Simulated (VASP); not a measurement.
# GaP (F-43m) in VASP: further runs

Runs on GaP. Level: PBE. Tasks: single point.

Everything below comes from runs of VASP 6.6.1. Logs are shortened: lines on timing, memory, paths and dates and some standing lists are left out, and cuts for length are marked.

**Measured values to compare with.**

From “Stacking defects in GaP nanowires: Electronic structure and optical properties”, 2018, arxiv:1810.01194, for a bulk crystal of GaP at 10 K: band gap 2.34 eV (indirect).

How close the calculation comes is told below.

## (1) The cell of the first run

It takes space group F-43m (No. 216, cubic). The conventional cell has a = 5.451 Å, b = 5.451 Å, c = 5.451 Å, α = 90.00°, β = 90.00°, γ = 90.00°. Within 3.1 Å of Ga (site symmetry -43m) lie 4 P at 2.36 Å. P (site symmetry -43m) has 4 Ga at 2.36 Å within 3.1 Å.

## (2) Single point, PBE

INCAR

```
PREC = Accurate
ENCUT = 520
EDIFF = 1E-6
ISMEAR = 0
SIGMA = 0.1
LREAL = False
LASPH = True
NELM = 100
ALGO = Normal
ISIF = 2
LWAVE = False
LCHARG = False
GGA = PE
NBANDS = 16
```

KPOINTS

```
regular mesh
0
Gamma
  6 6 6
```

POSCAR

```
GaP
1.0
    0.0000000000      2.7252500100      2.7252500100
    2.7252500100      0.0000000000      2.7252500100
    2.7252500100      2.7252500100      0.0000000000
Ga P
1 1
Direct
    0.0000000000      0.0000000000      0.0000000000
    0.2500000000      0.2500000000      0.2500000000
```

Potentials or basis: VASP PAW PBE potentials, release 64 (Ga_d, P).

Command:

```sh
$ cat potpaw_PBE.64/Ga_d/POTCAR potpaw_PBE.64/P/POTCAR > POTCAR
$ mpirun -np 1 vasp_std > vasp.out
```

OUTCAR:

```text
PREC = Accurate
   ENCUT = 520
   EDIFF = 1E-6
   ISMEAR = 0
   LREAL = False
   LASPH = True
   NELM = 100
   ISIF = 2
   GGA = PE

 ion  position               nearest neighbor table
   1  0.000  0.000  0.000-   2 2.36   2 2.36   2 2.36   2 2.36
   2  0.250  0.250  0.250-   1 2.36   1 2.36   1 2.36   1 2.36

  LATTYP: Found a face centered cubic cell.
 ALAT       =     5.4505000200

  Lattice vectors:

 A1 = (   0.0000000000,   2.7252500100,   2.7252500100)
 A2 = (   2.7252500100,   0.0000000000,   2.7252500100)
 A3 = (   2.7252500100,   2.7252500100,   0.0000000000)

Analysis of symmetry for initial positions (statically):
=====================================================================
 Subroutine PRICEL returns:
 Original cell was already a primitive cell.

 Routine SETGRP: Setting up the symmetry group for a
 face centered cubic supercell.

 Subroutine GETGRP returns: Found 24 space group operations
 (whereof 24 operations were pure point group operations)
 out of a pool of 48 trial point group operations.

The static configuration has the point symmetry T_d .

Analysis of symmetry for dynamics (positions and initial velocities):
=====================================================================
 Subroutine PRICEL returns:
 Original cell was already a primitive cell.

 Routine SETGRP: Setting up the symmetry group for a
 face centered cubic supercell.

 Subroutine GETGRP returns: Found 24 space group operations
 (whereof 24 operations were pure point group operations)
 out of a pool of 48 trial point group operations.

The dynamic configuration has the point symmetry T_d .

 Subroutine INISYM returns: Found 24 space group operations
 (whereof 24 operations are pure point group operations),
 and found     1 'primitive' translations

----------------------------------------------------------------------------------------

                                     Primitive cell

  volume of cell :      40.4808

  direct lattice vectors                    reciprocal lattice vectors
     0.000000000  2.725250010  2.725250010    -0.183469406  0.183469406  0.183469406
     2.725250010  0.000000000  2.725250010     0.183469406 -0.183469406  0.183469406
     2.725250010  2.725250010  0.000000000     0.183469406  0.183469406 -0.183469406

  length of vectors
     3.854085525  3.854085525  3.854085525     0.317778332  0.317778332  0.317778332

  position of ions in fractional coordinates (direct lattice)
     0.000000000  0.000000000  0.000000000
     0.250000000  0.250000000  0.250000000

  ion indices of the primitive-cell ions
   primitive index   ion index
                 1           1
                 2           2

----------------------------------------------------------------------------------------

 KPOINTS: regular mesh

Automatic generation of k-mesh.
 Grid dimensions read from file:
 generate k-points for:    6    6    6

 Generating k-lattice:

  Cartesian coordinates                     Fractional coordinates (reciprocal lattice)
    -0.030578234  0.030578234  0.030578234     0.166666667  0.000000000  0.000000000
     0.030578234 -0.030578234  0.030578234     0.000000000  0.166666667  0.000000000
     0.030578234  0.030578234 -0.030578234     0.000000000  0.000000000  0.166666667

  Length of vectors
     0.052963055  0.052963055  0.052963055

  Shift w.r.t. Gamma in fractional coordinates (k-lattice)
     0.000000000  0.000000000  0.000000000

 Subroutine IBZKPT returns following result:
 ===========================================

 Found     16 irreducible k-points:

 Following reciprocal coordinates:
            Coordinates               Weight
  0.000000  0.000000  0.000000      1.000000
  0.166667  0.000000  0.000000      8.000000
  0.333333  0.000000  0.000000      8.000000
  0.500000  0.000000  0.000000      4.000000
  0.166667  0.166667  0.000000      6.000000
  0.333333  0.166667  0.000000     24.000000
[... 8 lines left out ...]
 -0.333333  0.333333  0.166667     24.000000
 -0.333333  0.500000  0.166667     12.000000
   k-points           NKPTS =     16   k-points in BZ     NKDIM =     16   number of bands    NBANDS=     16
   number of dos      NEDOS =    301   number of ions     NIONS =      2
   total plane-waves  NPLWV =  27000
   dimension x,y,z NGX =    30 NGY =   30 NGZ =   30
   dimension x,y,z NGXF=    60 NGYF=   60 NGZF=   60
   ions per type =               1   1
   NGX,Y,Z   is equivalent  to a cutoff of  12.94, 12.94, 12.94 a.u.
   NGXF,Y,Z  is equivalent  to a cutoff of  25.88, 25.88, 25.88 a.u.
 SYSTEM =  unknown system
   PREC   = accura    normal or accurate (medium, high low for compatibility)
   ISTART =      0    job   : 0-new  1-cont  2-samecut
   ICHARG =      2    charge: 1-file 2-atom 10-const
   ISPIN  =      1    spin polarized calculation?
   LNONCOLLINEAR =      F non collinear calculations
   LSORBIT =      F    spin-orbit coupling
   LASPH  =      T    aspherical Exc in radial PAW
   ENCUT  =  520.0 eV  38.22 Ry    6.18 a.u.   7.17  7.17  7.17*2*pi/ulx,y,z
   NELM   =    100;   NELMIN=  2; NELMDL= -5     # of ELM steps
   EDIFF  = 0.1E-05   stopping-criterion for ELM
   LREAL  =      F    real-space projection
   EDIFFG = 0.1E-04   stopping-criterion for IOM
   NSW    =      0    number of steps for IOM
   IBRION =     -1    ionic relax: 0-MD 1-quasi-New 2-CG
   NFREE  =      0    steps in history (QN), initial steepest desc. (CG)
   ISIF   =      2    stress and relaxation
   ISYM   =      2    0-nonsym 1-usesym 2-fastsym
   POTIM  = 0.5000    time-step for ionic-motion
   TEBEG  =    0.0;   TEEND  =   0.0 temperature during run
   PSTRESS=    0.0 pullay stress
   NELECT =      18.0000    total number of electrons
   NUPDOWN=      -1.0000    fix difference up-down
   EMIN   =  10.00;   EMAX   =-10.00  energy-range for DOS
   EFERMI =   0.00;   METHOD = LEGACY
   ISMEAR =     0;   SIGMA  =   0.10  broadening in eV -4-tet -1-fermi 0-gaus
   EFERMI_NEDOS =   21; number of points for ismear=-14 and -15
   IALGO  =     38    algorithm
   IMIX   =      4    mixing-type and parameters
     AMIX     =   0.40;   BMIX     =  1.00
     AMIX_MAG =   1.60;   BMIX_MAG =  1.00
  volume/ion in A,a.u.               =      20.24       136.59
  Fermi-wavevector in a.u.,A,eV,Ry     =   1.249538  2.361284 21.243377  1.561344
  Thomas-Fermi vector in A             =   2.383574
   LORBIT       =      0    0 simple, 1 ext, 2 COOP (PROOUT), +10 PAW based schemes
   GGA     = PE    functional components
   LHFCALC =     F    Hartree Fock is set to
   AEXX    =    0.0000 exact exchange contribution
   IVDW    =     0    specifies the selected vdW correction
   LEPSILON=     F    determine dielectric tensor
   LRPA    =     F    only Hartree local field effects (RPA)
 non-spin polarized calculation
 Gauss-broadening in eV      SIGMA  =   0.10
  energy-cutoff  :      520.00
  volume of cell :       40.48
 maximum number of plane-waves:      1113
 NGX is ok and might be reduce to    30
   NGX = 15   NGY = 15   NGZ = 15

 number of electron      17.9999989 magnetization

 Free energy of the ion-electron system (eV)
  ---------------------------------------------------
  ext. energy  EPLUGINS =         0.00000000
  ---------------------------------------------------
  free energy    TOTEN  =        -9.10236747 eV

  energy without entropy =       -9.10236747  energy(sigma->0) =       -9.10236747

 E-fermi :   5.0698     XC(G=0):  -9.8301

 val. band max:        4.6587060140   @ k =   0.0000   0.0000   0.0000
 cond. band min:       6.3097439076   @ k =   0.5000   0.5000   0.0000
 fundamental gap:      1.6510378935
 Fermi energy:         5.0697771098

 k-point     1 :       0.0000    0.0000    0.0000
  band No.  band energies     occupation
      1      -9.8991      2.00000
      2      -9.8991      2.00000
      3      -9.8991      2.00000
      4      -9.7996      2.00000
      5      -9.7996      2.00000
      6      -7.8342      2.00000
[... 8 lines left out ...]
     15      14.4429      0.00000
     16      14.4429      0.00000

 k-point     2 :       0.1667    0.0000    0.0000
  band No.  band energies     occupation
      1      -9.9220      2.00000
      2      -9.8913      2.00000
      3      -9.8913      2.00000
      4      -9.7995      2.00000
      5      -9.7995      2.00000
      6      -7.4780      2.00000
[... 8 lines left out ...]
     15      13.6239      0.00000
     16      14.7136      0.00000

 k-point     3 :       0.3333    0.0000    0.0000
  band No.  band energies     occupation
      1      -9.9622      2.00000
      2      -9.8787      2.00000
      3      -9.8787      2.00000
      4      -9.7960      2.00000
      5      -9.7960      2.00000
      6      -6.5308      2.00000
[... 8 lines left out ...]
     15      14.3034      0.00000
     16      14.3582      0.00000

 k-point     4 :       0.5000    0.0000    0.0000
  band No.  band energies     occupation
      1      -9.9804      2.00000
      2      -9.8744      2.00000
      3      -9.8744      2.00000
      4      -9.7922      2.00000
      5      -9.7922      2.00000
      6      -5.7674      2.00000
[... 8 lines left out ...]
     15      16.3436      0.00000
     16      16.3436      0.00000

 k-point     5 :       0.1667    0.1667    0.0000
  band No.  band energies     occupation
      1      -9.9358      2.00000
      2      -9.8834      2.00000
      3      -9.8834      2.00000
      4      -9.8070      2.00000
      5      -9.7942      2.00000
      6      -7.3598      2.00000
[... 8 lines left out ...]
     15      14.8747      0.00000
     16      15.5265      0.00000

 k-point     6 :       0.3333    0.1667    0.0000
  band No.  band energies     occupation
      1      -9.9662      2.00000
      2      -9.8724      2.00000
      3      -9.8690      2.00000
      4      -9.8106      2.00000
      5      -9.7897      2.00000
      6      -6.5978      2.00000
[... 8 lines left out ...]
     15      15.3899      0.00000
     16      16.3128      0.00000

 k-point     7 :       0.5000    0.1667    0.0000
  band No.  band energies     occupation
      1      -9.9838      2.00000
      2      -9.8694      2.00000
      3      -9.8632      2.00000
      4      -9.8037      2.00000
      5      -9.7899      2.00000
      6      -5.6258      2.00000
[... 8 lines left out ...]
     15      16.3612      0.00000
     16      16.9447      0.00000

 k-point     8 :      -0.3333    0.1667    0.0000
  band No.  band energies     occupation
      1      -9.9764      2.00000
      2      -9.8714      2.00000
      3      -9.8680      2.00000
      4      -9.7986      2.00000
      5      -9.7963      2.00000
      6      -5.9112      2.00000
[... 8 lines left out ...]
     15      15.4577      0.00000
     16      17.0945      0.00000

 k-point     9 :      -0.1667    0.1667    0.0000
  band No.  band energies     occupation
      1      -9.9488      2.00000
      2      -9.8820      2.00000
      3      -9.8787      2.00000
      4      -9.8033      2.00000
      5      -9.7956      2.00000
      6      -6.9179      2.00000
[... 8 lines left out ...]
     15      14.9166      0.00000
     16      16.3060      0.00000

 k-point    10 :       0.3333    0.3333    0.0000
  band No.  band energies     occupation
      1      -9.9927      2.00000
      2      -9.8509      2.00000
      3      -9.8509      2.00000
      4      -9.8252      2.00000
      5      -9.7833      2.00000
      6      -6.0683      2.00000
[... 8 lines left out ...]
     15      16.0592      0.00000
     16      19.1027      0.00000

 k-point    11 :       0.5000    0.3333    0.0000
  band No.  band energies     occupation
      1     -10.0032      2.00000
      2      -9.8488      2.00000
      3      -9.8427      2.00000
      4      -9.8242      2.00000
      5      -9.7831      2.00000
      6      -5.2077      2.00000
[... 8 lines left out ...]
     15      16.5814      0.00000
     16      17.9332      0.00000

 k-point    12 :      -0.3333    0.3333    0.0000
  band No.  band energies     occupation
      1      -9.9924      2.00000
      2      -9.8608      2.00000
      3      -9.8495      2.00000
      4      -9.8105      2.00000
      5      -9.7926      2.00000
      6      -5.1051      2.00000
[... 8 lines left out ...]
     15      14.2431      0.00000
     16      19.7132      0.00000

 k-point    13 :       0.5000    0.5000    0.0000
  band No.  band energies     occupation
      1     -10.0164      2.00000
      2      -9.8353      2.00000
      3      -9.8340      2.00000
      4      -9.8340      2.00000
      5      -9.7779      2.00000
      6      -4.8672      2.00000
[... 8 lines left out ...]
     15      17.0548      0.00000
     16      17.6560      0.00000

 k-point    14 :       0.5000    0.3333    0.1667
  band No.  band energies     occupation
      1      -9.9856      2.00000
      2      -9.8648      2.00000
      3      -9.8537      2.00000
      4      -9.8137      2.00000
      5      -9.7888      2.00000
      6      -5.7548      2.00000
[... 8 lines left out ...]
     15      16.4780      0.00000
     16      17.9279      0.00000

 k-point    15 :      -0.3333    0.3333    0.1667
  band No.  band energies     occupation
      1      -9.9917      2.00000
      2      -9.8648      2.00000
      3      -9.8470      2.00000
      4      -9.8103      2.00000
      5      -9.7919      2.00000
      6      -5.1027      2.00000
[... 8 lines left out ...]
     15      17.1315      0.00000
     16      17.4370      0.00000

 k-point    16 :      -0.3333    0.5000    0.1667
  band No.  band energies     occupation
      1     -10.0026      2.00000
      2      -9.8535      2.00000
      3      -9.8391      2.00000
      4      -9.8201      2.00000
      5      -9.7864      2.00000
      6      -4.7986      2.00000
[... 8 lines left out ...]
     15      16.5627      0.00000
     16      18.2657      0.00000

------------------------ aborting loop because EDIFF is reached ----------------------------------------

  FORCE on cell =-STRESS in cart. coord.  units (eV):
  Direction    XX          YY          ZZ          XY          YZ          ZX
  --------------------------------------------------------------------------------------
  -------------------------------------------------------------------------------------
  Total        0.6183052      0.6183052      0.6183052     -0.0000000      0.0000000      0.0000000
  in kB       24.4717157     24.4717157     24.4717157     -0.0000000      0.0000000      0.0000000
  external PRESSURE =      24.4717157 kB  Pullay stress =       0.0000000 kB

 VOLUME and BASIS-vectors are now :
 -----------------------------------------------------------------------------
  energy-cutoff  :      520.00
  volume of cell :       40.48
      direct lattice vectors                 reciprocal lattice vectors
     0.000000000  2.725250010  2.725250010    -0.183469406  0.183469406  0.183469406
     2.725250010  0.000000000  2.725250010     0.183469406 -0.183469406  0.183469406
     2.725250010  2.725250010  0.000000000     0.183469406  0.183469406 -0.183469406

 POSITION                                       TOTAL-FORCE (eV/Angst)
 -----------------------------------------------------------------------------------
      0.00000      0.00000      0.00000         0.000000      0.000000      0.000000
      1.36263      1.36263      1.36263        -0.000000     -0.000000     -0.000000
 -----------------------------------------------------------------------------------
    total drift:                                0.000002      0.000002      0.000002

  FREE ENERGIE OF THE ION-ELECTRON SYSTEM (eV)
  ---------------------------------------------------
  free  energy   TOTEN  =        -9.1023674655 eV

  energy  without entropy=       -9.1023674655  energy(sigma->0) =       -9.10236747
```

It took 12 s on 1 thread of Intel Xeon 6975P-C, shared host; peak memory 0.17 GiB.

Results:

```
Free energy            : -9.1024 eV
Pressure               : 2.4 GPa
Band gap on the k mesh : 1.65 eV, indirect (least direct gap 1.82 eV)
```

## (3) Single point, PBE

This run uses another cell than the first one, of 20.85 Å³/atom, 1.030 times its volume.

INCAR

```
PREC = Accurate ; ENCUT = 520
EDIFF = 1E-6 ; ISMEAR = 0
SIGMA = 0.02 ; LREAL = F
LASPH = T ; NELM = 60
ALGO = Normal ; ISIF = 2
LWAVE = F ; LCHARG = T
GGA = PE ; LELF = T
LVHAR = T ; NBANDS = 16
```

KPOINTS

```
regular mesh
0
Gamma
  8 8 8
```

POSCAR

```
GaP
1.0
    0.0000000000      2.7525368162      2.7525368162
    2.7525368162      0.0000000000      2.7525368162
    2.7525368162      2.7525368162      0.0000000000
Ga P
1 1
Direct
    0.0000000000      0.0000000000      0.0000000000
    0.2500000000      0.2500000000      0.2500000000
```

Potentials or basis: VASP PAW PBE potentials, release 64 (Ga_d, P).

Command:

```sh
$ cat potpaw_PBE.64/Ga_d/POTCAR potpaw_PBE.64/P/POTCAR > POTCAR
$ mpirun -np 1 vasp_std > vasp.out
```

Run time: 22 s. Hardware: 1 thread of Intel Xeon 6975P-C, shared host; peak memory 0.17 GiB.

The run converged. Its results:

- Free energy: -9.1256 eV
- Pressure: 0.0 GPa
- Band gap on the k mesh: 1.58 eV, direct

Levels at points of the mesh, in eV from the valence-band top:
| k point | band 7 | band 8 | band 9 | band 10 | band 11 | band 12 |
| --- | --- | --- | --- | --- | --- | --- |
| (0.00, 0.00, 0.00) | 0.00 | 0.00 | 0.00 | 1.58 | 3.90 | 3.90 |
| (0.50, 0.00, 0.00) | -6.46 | -1.07 | -1.07 | 1.58 | 4.73 | 4.73 |
| (0.50, 0.50, 0.00) | -6.61 | -2.58 | -2.58 | 1.72 | 1.85 | 10.37 |

## (4) Comparison with measurements

Step 2. Against the measured gap of GaP, 2.34 eV (indirect; 10 K; quoted in “Stacking defects in GaP nanowires: Electronic structure and optical properties”, 2018, arxiv:1810.01194), the calculated 1.65 eV is off by -0.69 eV. Spin-orbit coupling on Ga is left out. The value is that of PBE on a finite k mesh, which can miss the band edges, without temperature or zero-point motion. Semilocal functionals fall short of measured gaps as a rule.

Step 3. Measured gap of GaP: 2.34 eV (indirect; 10 K; quoted in “Stacking defects in GaP nanowires: Electronic structure and optical properties”, 2018, arxiv:1810.01194). This calculation gives 1.58 eV (-0.76 eV). Spin-orbit coupling on Ga is left out. The value is that of PBE on a finite k mesh, which can miss the band edges, without temperature or zero-point motion. Semilocal functionals fall short of measured gaps as a rule.
